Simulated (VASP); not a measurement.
# MgSe (Fm-3m) in VASP: settings compared

Aim: see how the results for MgSe move with the level of theory and the settings. Levels: BLYP+D3(BJ), PBE+D4. Tasks: single point.

All numbers are computed with VASP 6.6.1; they aren't measurements. Logs are shortened: lines on timing, memory, paths and dates and some standing lists are left out, and cuts for length are marked.

**1. The cell of the first run**

The structure is cubic, space group Fm-3m (No. 225). The conventional cell has a = 5.421 Å, b = 5.421 Å, c = 5.421 Å, α = 90.00°, β = 90.00°, γ = 90.00°. Within 3.6 Å of Mg (site symmetry m-3m) lie 6 Se at 2.71 Å. Within 3.6 Å of Se (site symmetry m-3m) lie 6 Mg at 2.71 Å.

**2. Single point, BLYP+D3(BJ) (volume scaled by 1.02)**

INCAR reads:

```
PREC = Accurate
ENCUT = 600
EDIFF = 1E-6
ISMEAR = 0
SIGMA = 0.05
LREAL = F
LASPH = T
NELM = 120
ALGO = Normal
ISIF = 2
LWAVE = F
LCHARG = F
GGA = B5
ALDAX = 1.0
AGGAX = 1.0
AGGAC = 1.0
ALDAC = 0.0
IVDW = 12
VDW_S6 = 1.0
VDW_S8 = 2.6996
VDW_A1 = 0.4298
VDW_A2 = 4.2359
NBANDS = 11
GGA_COMPAT = F
```

KPOINTS reads:

```
regular mesh
0
Gamma
  8 8 8
```

POSCAR reads:

```
MgSe
1.0
    0.0000000000      2.7107063119      2.7107063119
    2.7107063119      0.0000000000      2.7107063119
    2.7107063119      2.7107063119      0.0000000000
Mg Se
1 1
Direct
    0.0000000000      0.0000000000      0.0000000000
    0.5000000000      0.5000000000      0.5000000000
```

Potentials or basis: VASP PAW PBE potentials, release 64 (Mg, Se).

On the command line:

```sh
$ cat potpaw_PBE.64/Mg/POTCAR potpaw_PBE.64/Se/POTCAR > POTCAR
$ mpirun -np 1 vasp_std > vasp.out
```

OUTCAR:

```text
PREC = Accurate
   ENCUT = 600
   EDIFF = 1E-6
   ISMEAR = 0
   LREAL = F
   LASPH = T
   NELM = 120
   ISIF = 2
   GGA = B5
   IVDW = 12
 IVDW          = 12

 ion  position               nearest neighbor table
   1  0.000  0.000  0.000-   2 2.71   2 2.71   2 2.71   2 2.71   2 2.71   2 2.71
   2  0.500  0.500  0.500-   1 2.71   1 2.71   1 2.71   1 2.71   1 2.71   1 2.71

  LATTYP: Found a face centered cubic cell.
 ALAT       =     5.4214126238

  Lattice vectors:

 A1 = (   0.0000000000,   2.7107063119,   2.7107063119)
 A2 = (   2.7107063119,   0.0000000000,   2.7107063119)
 A3 = (   2.7107063119,   2.7107063119,   0.0000000000)

Analysis of symmetry for initial positions (statically):
=====================================================================
 Subroutine PRICEL returns:
 Original cell was already a primitive cell.

 Routine SETGRP: Setting up the symmetry group for a
 face centered cubic supercell.

 Subroutine GETGRP returns: Found 48 space group operations
 (whereof 48 operations were pure point group operations)
 out of a pool of 48 trial point group operations.

The static configuration has the point symmetry O_h .

Analysis of symmetry for dynamics (positions and initial velocities):
=====================================================================
 Subroutine PRICEL returns:
 Original cell was already a primitive cell.

 Routine SETGRP: Setting up the symmetry group for a
 face centered cubic supercell.

 Subroutine GETGRP returns: Found 48 space group operations
 (whereof 48 operations were pure point group operations)
 out of a pool of 48 trial point group operations.

The dynamic configuration has the point symmetry O_h .

 Subroutine INISYM returns: Found 48 space group operations
 (whereof 48 operations are pure point group operations),
 and found     1 'primitive' translations

----------------------------------------------------------------------------------------

                                     Primitive cell

  volume of cell :      39.8362

  direct lattice vectors                    reciprocal lattice vectors
     0.000000000  2.710706312  2.710706312    -0.184453771  0.184453771  0.184453771
     2.710706312  0.000000000  2.710706312     0.184453771 -0.184453771  0.184453771
     2.710706312  2.710706312  0.000000000     0.184453771  0.184453771 -0.184453771

  length of vectors
     3.833517630  3.833517630  3.833517630     0.319483302  0.319483302  0.319483302

  position of ions in fractional coordinates (direct lattice)
     0.000000000  0.000000000  0.000000000
     0.500000000  0.500000000  0.500000000

  ion indices of the primitive-cell ions
   primitive index   ion index
                 1           1
                 2           2

----------------------------------------------------------------------------------------

 KPOINTS: regular mesh

Automatic generation of k-mesh.
 Grid dimensions read from file:
 generate k-points for:    8    8    8

 Generating k-lattice:

  Cartesian coordinates                     Fractional coordinates (reciprocal lattice)
    -0.023056721  0.023056721  0.023056721     0.125000000  0.000000000  0.000000000
     0.023056721 -0.023056721  0.023056721     0.000000000  0.125000000  0.000000000
     0.023056721  0.023056721 -0.023056721     0.000000000  0.000000000  0.125000000

  Length of vectors
     0.039935413  0.039935413  0.039935413

  Shift w.r.t. Gamma in fractional coordinates (k-lattice)
     0.000000000  0.000000000  0.000000000

 Subroutine IBZKPT returns following result:
 ===========================================

 Found     29 irreducible k-points:

 Following reciprocal coordinates:
            Coordinates               Weight
  0.000000  0.000000  0.000000      1.000000
  0.125000  0.000000  0.000000      8.000000
  0.250000  0.000000  0.000000      8.000000
  0.375000  0.000000  0.000000      8.000000
  0.500000  0.000000  0.000000      4.000000
  0.125000  0.125000  0.000000      6.000000
[... 16 lines left out ...]
  0.500000  0.250000  0.125000     48.000000
 -0.375000  0.250000  0.125000     24.000000
 [... further k-points ...]
   k-points           NKPTS =     29   k-points in BZ     NKDIM =     29   number of bands    NBANDS=     11
   number of dos      NEDOS =    301   number of ions     NIONS =      2
   total plane-waves  NPLWV =  32768
   dimension x,y,z NGX =    32 NGY =   32 NGZ =   32
   dimension x,y,z NGXF=    64 NGYF=   64 NGZF=   64
   ions per type =               1   1
   NGX,Y,Z   is equivalent  to a cutoff of  13.88, 13.88, 13.88 a.u.
   NGXF,Y,Z  is equivalent  to a cutoff of  27.75, 27.75, 27.75 a.u.
 SYSTEM =  unknown system
   PREC   = accura    normal or accurate (medium, high low for compatibility)
   ISTART =      0    job   : 0-new  1-cont  2-samecut
   ICHARG =      2    charge: 1-file 2-atom 10-const
   ISPIN  =      1    spin polarized calculation?
   LNONCOLLINEAR =      F non collinear calculations
   LSORBIT =      F    spin-orbit coupling
   LASPH  =      T    aspherical Exc in radial PAW
   ENCUT  =  600.0 eV  44.10 Ry    6.64 a.u.   7.66  7.66  7.66*2*pi/ulx,y,z
   NELM   =    120;   NELMIN=  2; NELMDL= -5     # of ELM steps
   EDIFF  = 0.1E-05   stopping-criterion for ELM
   LREAL  =      F    real-space projection
   EDIFFG = 0.1E-04   stopping-criterion for IOM
   NSW    =      0    number of steps for IOM
   IBRION =     -1    ionic relax: 0-MD 1-quasi-New 2-CG
   NFREE  =      0    steps in history (QN), initial steepest desc. (CG)
   ISIF   =      2    stress and relaxation
   ISYM   =      2    0-nonsym 1-usesym 2-fastsym
   POTIM  = 0.5000    time-step for ionic-motion
   TEBEG  =    0.0;   TEEND  =   0.0 temperature during run
   PSTRESS=    0.0 pullay stress
   NELECT =       8.0000    total number of electrons
   NUPDOWN=      -1.0000    fix difference up-down
   EMIN   =  10.00;   EMAX   =-10.00  energy-range for DOS
   EFERMI =   0.00;   METHOD = LEGACY
   ISMEAR =     0;   SIGMA  =   0.05  broadening in eV -4-tet -1-fermi 0-gaus
   EFERMI_NEDOS =   21; number of points for ismear=-14 and -15
   IALGO  =     38    algorithm
   IMIX   =      4    mixing-type and parameters
     AMIX     =   0.40;   BMIX     =  1.00
     AMIX_MAG =   1.60;   BMIX_MAG =  1.00
  volume/ion in A,a.u.               =      19.92       134.41
  Fermi-wavevector in a.u.,A,eV,Ry     =   0.958692  1.811665 12.504979  0.919090
  Thomas-Fermi vector in A             =   2.087822
   LORBIT       =      0    0 simple, 1 ext, 2 COOP (PROOUT), +10 PAW based schemes
   GGA     = B5    functional components
   LHFCALC =     F    Hartree Fock is set to
   AEXX    =    0.0000 exact exchange contribution
   IVDW    =    12    specifies the selected vdW correction
   LEPSILON=     F    determine dielectric tensor
   LRPA    =     F    only Hartree local field effects (RPA)
 non-spin polarized calculation
 Gauss-broadening in eV      SIGMA  =   0.05
  energy-cutoff  :      600.00
  volume of cell :       39.84
 maximum number of plane-waves:      1363
   NGX = 15   NGY = 15   NGZ = 15

 number of electron       7.9999999 magnetization

 Free energy of the ion-electron system (eV)
  ---------------------------------------------------
  ext. energy  EPLUGINS =         0.00000000
  ---------------------------------------------------
  free energy    TOTEN  =        -6.36281832 eV

  energy without entropy =       -6.36281832  energy(sigma->0) =       -6.36281832

 E-fermi :   4.0083     XC(G=0):  -8.9694

 val. band max:        3.7593587766   @ k =   0.0000   0.0000   0.0000
 cond. band min:       5.6551416715   @ k =   0.5000   0.5000   0.0000
 fundamental gap:      1.8957828949
 Fermi energy:         4.0083158660

 k-point     1 :       0.0000    0.0000    0.0000
  band No.  band energies     occupation
      1      -9.2263      2.00000
      2       3.7594      2.00000
      3       3.7594      2.00000
      4       3.7594      2.00000
      5       6.6431      0.00000
      6      11.3864      0.00000
      7      11.3864      0.00000
      8      11.3864      0.00000
      9      13.8305      0.00000
     10      13.8305      0.00000
     11      15.2244      0.00000

 k-point     2 :       0.1250    0.0000    0.0000
  band No.  band energies     occupation
      1      -9.0923      2.00000
      2       2.5768      2.00000
      3       3.6590      2.00000
      4       3.6590      2.00000
      5       7.5821      0.00000
      6      11.1243      0.00000
      7      11.6056      0.00000
      8      11.6056      0.00000
      9      12.8686      0.00000
     10      12.8686      0.00000
     11      14.7933      0.00000

 k-point     3 :       0.2500    0.0000    0.0000
  band No.  band energies     occupation
      1      -8.7332      2.00000
      2       0.7827      2.00000
      3       3.4409      2.00000
      4       3.4409      2.00000
      5       8.1786      0.00000
      6      10.9943      0.00000
      7      10.9943      0.00000
      8      11.7807      0.00000
      9      13.5411      0.00000
     10      13.5411      0.00000
     11      14.0568      0.00000

 k-point     4 :       0.3750    0.0000    0.0000
  band No.  band energies     occupation
      1      -8.3039      2.00000
      2      -0.6179      2.00000
      3       3.2497      2.00000
      4       3.2497      2.00000
      5       8.0228      0.00000
      6      10.2698      0.00000
      7      10.2698      0.00000
      8      12.6042      0.00000
      9      14.5063      0.00000
     10      15.4951      0.00000
     11      15.4951      0.00000
[... 239 lines left out ...]
 k-point    22 :       0.3750    0.2500    0.1250
  band No.  band energies     occupation
      1      -8.4543      2.00000
      2       0.5303      2.00000
      3       2.2426      2.00000
      4       3.0649      2.00000
      5       8.7581      0.00000
      6      10.0885      0.00000
      7      10.3201      0.00000
      8      12.3455      0.00000
      9      13.5318      0.00000
     10      16.4666      0.00000
     11      16.9546      0.00000

 k-point    23 :       0.5000    0.2500    0.1250
  band No.  band energies     occupation
      1      -8.0945      2.00000
      2      -0.2751      2.00000
      3       1.7087      2.00000
      4       2.7299      2.00000
      5       8.6487      0.00000
      6       9.7390      0.00000
      7      11.2498      0.00000
      8      12.2868      0.00000
      9      14.8901      0.00000
     10      16.7362      0.00000
     11      17.5240      0.00000

 k-point    24 :      -0.3750    0.2500    0.1250
  band No.  band energies     occupation
      1      -7.9259      2.00000
      2      -0.6411      2.00000
      3       1.5709      2.00000
      4       2.5537      2.00000
      5       8.6210      0.00000
      6       9.4544      0.00000
      7      11.7083      0.00000
      8      13.1233      0.00000
      9      15.1093      0.00000
     10      15.7232      0.00000
     11      18.2373      0.00000

 [... further k-points ...]

------------------------ aborting loop because EDIFF is reached ----------------------------------------

 Edisp (eV)   -1.71824

 E8    (eV) :    -1.2513

  FORCE on cell =-STRESS in cart. coord.  units (eV):
  Direction    XX          YY          ZZ          XY          YZ          ZX
  --------------------------------------------------------------------------------------
  -------------------------------------------------------------------------------------
  Total      -0.32088    -0.32088    -0.32088     0.00000     0.00000     0.00000
  in kB     -12.90558   -12.90558   -12.90558     0.00000     0.00000     0.00000
  external pressure =      -12.91 kB  Pullay stress =        0.00 kB

 VOLUME and BASIS-vectors are now :
 -----------------------------------------------------------------------------
  energy-cutoff  :      600.00
  volume of cell :       39.84
      direct lattice vectors                 reciprocal lattice vectors
     0.000000000  2.710706312  2.710706312    -0.184453771  0.184453771  0.184453771
     2.710706312  0.000000000  2.710706312     0.184453771 -0.184453771  0.184453771
     2.710706312  2.710706312  0.000000000     0.184453771  0.184453771 -0.184453771

 POSITION                                       TOTAL-FORCE (eV/Angst)
 -----------------------------------------------------------------------------------
      0.00000      0.00000      0.00000         0.000000      0.000000      0.000000
      2.71071      2.71071      2.71071        -0.000000     -0.000000     -0.000000
 -----------------------------------------------------------------------------------
    total drift:                               -0.000000     -0.000000      0.000000

  FREE ENERGIE OF THE ION-ELECTRON SYSTEM (eV)
  ---------------------------------------------------
  free  energy   TOTEN  =        -8.0810589629 eV

  energy  without entropy=       -8.0810589629  energy(sigma->0) =       -8.08105896
```

Run time: 21 s. Hardware: 1 thread of Intel Xeon Platinum 8488C (Sapphire Rapids), shared host; peak memory 0.19 GiB.

What came out:

* Free energy: -8.0811 eV
* Pressure: -1.3 GPa
* Band gap on the k mesh: 1.90 eV, indirect (least direct gap 2.88 eV)
* Dispersion energy per atom: -0.859 eV

Levels at points of the mesh, in eV from the valence-band top:
| k point | band 1 | band 2 | band 3 | band 4 | band 5 | band 6 | band 7 | band 8 |
| --- | --- | --- | --- | --- | --- | --- | --- | --- |
| (0.00, 0.00, 0.00) | -12.99 | 0.00 | 0.00 | 0.00 | 2.88 | 7.63 | 7.63 | 7.63 |
| (0.50, 0.00, 0.00) | -11.86 | -4.92 | -0.58 | -0.58 | 4.16 | 6.25 | 6.25 | 8.78 |
| (0.50, 0.50, 0.00) | -11.53 | -4.21 | -1.78 | -1.78 | 1.90 | 4.27 | 12.18 | 12.46 |

Caveat: the PAW data sets were made with another functional, which shifts forces and pressure a little. A k mesh can miss the band edges.

**3. Single point, BLYP+D3(BJ) (volume scaled by 1.04)**

INCAR reads:

```
PREC = Accurate ; ENCUT = 600
EDIFF = 1E-6 ; ISMEAR = 0
SIGMA = 0.05 ; LREAL = False
LASPH = True ; NELM = 120
ALGO = Normal ; ISIF = 2
LWAVE = False ; LCHARG = True
GGA = B5 ; ALDAX = 1.0
AGGAX = 1.0 ; AGGAC = 1.0
ALDAC = 0.0 ; IVDW = 12
VDW_S6 = 1.0 ; VDW_S8 = 2.6996
VDW_A1 = 0.4298 ; VDW_A2 = 4.2359
LELF = True ; LVHAR = True
NBANDS = 11 ; GGA_COMPAT = False
```

KPOINTS is that of step 2.

POSCAR reads:

```
MgSe
1.0
    0.0000000000      2.7283087941      2.7283087941
    2.7283087941      0.0000000000      2.7283087941
    2.7283087941      2.7283087941      0.0000000000
Mg Se
1 1
Direct
    0.0000000000      0.0000000000      0.0000000000
    0.5000000000      0.5000000000      0.5000000000
```

Potentials or basis: VASP PAW PBE potentials, release 64 (Mg, Se).

On the command line:

```sh
$ cat potpaw_PBE.64/Mg/POTCAR potpaw_PBE.64/Se/POTCAR > POTCAR
$ mpirun -np 1 vasp_std > vasp.out
```

It took 23 s on 1 thread of Intel Xeon Platinum 8488C (Sapphire Rapids), shared host; peak memory 0.19 GiB.

The run converged. Its results:

* Free energy: -8.0718 eV
* Pressure: -2.5 GPa
* Band gap on the k mesh: 1.86 eV, indirect (least direct gap 2.75 eV)
* Dispersion energy per atom: -0.842 eV

Levels at points of the mesh, in eV from the valence-band top:
```csv
k point,band 1,band 2,band 3,band 4,band 5,band 6,band 7,band 8,band 9
"(0.00, 0.00, 0.00)",-12.88,0.00,0.00,0.00,2.75,7.63,7.63,7.63,10.03
"(0.50, 0.00, 0.00)",-11.79,-4.82,-0.56,-0.56,4.13,6.23,6.23,8.62,11.78
"(0.50, 0.50, 0.00)",-11.49,-4.11,-1.73,-1.73,1.86,4.32,11.98,12.27,12.27
```

Caveat: the PAW data sets were made with another functional, which shifts forces and pressure a little. A k mesh can miss the band edges.

**4. Single point, PBE+D4 (volume scaled by 1.04)**

INCAR reads:

```
PREC = Accurate
ENCUT = 600
EDIFF = 1E-6
ISMEAR = 0
SIGMA = 0.05
LREAL = F
LASPH = T
NELM = 120
ALGO = Normal
ISIF = 2
LWAVE = F
LCHARG = F
GGA = PE
IVDW = 13
NBANDS = 11
GGA_COMPAT = F
```

KPOINTS is that of step 3.

POSCAR reads:

```
MgSe
1.0
    0.0000000000      2.7576783691      2.7576783691
    2.7576783691      0.0000000000      2.7576783691
    2.7576783691      2.7576783691      0.0000000000
Mg Se
1 1
Direct
    0.0000000000      0.0000000000      0.0000000000
    0.5000000000      0.5000000000      0.5000000000
```

On the command line:

```sh
$ cat potpaw_PBE.64/Mg/POTCAR potpaw_PBE.64/Se/POTCAR > POTCAR
$ mpirun -np 1 vasp_std > vasp.out
```

Wall time 11 s (1 thread of Intel Xeon Platinum 8488C (Sapphire Rapids), shared host); peak memory 0.18 GiB.

Results (log left out):

| Property | Result |
| --- | --- |
| Free energy | -8.0793 eV |
| Pressure | -2.6 GPa |
| Band gap on the k mesh | 1.74 eV, indirect (least direct gap 2.37 eV) |
| Dispersion energy per atom | -0.295 eV |

Levels at points of the mesh, in eV from the valence-band top:
```
           k point  band 1  band 2  band 3  band 4  band 5  band 6  band 7  band 8
(0.00, 0.00, 0.00)  -12.75    0.00    0.00    0.00    2.37    7.42    7.42    7.42
(0.50, 0.00, 0.00)  -11.71   -4.76   -0.54   -0.54    3.78    6.05    6.05    8.35
(0.50, 0.50, 0.00)  -11.42   -4.08   -1.70   -1.70    1.74    4.06   11.41   11.86
```

 A k mesh can miss the band edges.

**5. The runs side by side**

| level | cell | gap on the mesh (eV) | pressure (GPa) |
| --- | --- | --- | --- |
| BLYP+D3(BJ) | a = 3.834 Å, angles 60.0°, 2 atoms | 1.90 | -1.3 |
| BLYP+D3(BJ) | a = 3.858 Å, angles 60.0°, 2 atoms | 1.86 | -2.5 |
| PBE+D4 | a = 3.900 Å, angles 60.0°, 2 atoms | 1.74 | -2.6 |

Alike in all rows: task single point; potentials or basis VASP PAW PBE potentials, release 64 (Mg, Se); no spin polarisation; k mesh 8 × 8 × 8; cutoff (eV) 600; smearing gaussian 0.05 eV.

Caveats: the PAW data sets were made with another functional, which shifts forces and pressure a little (some runs).

Absolute energies hang on the potentials; compare differences alone.
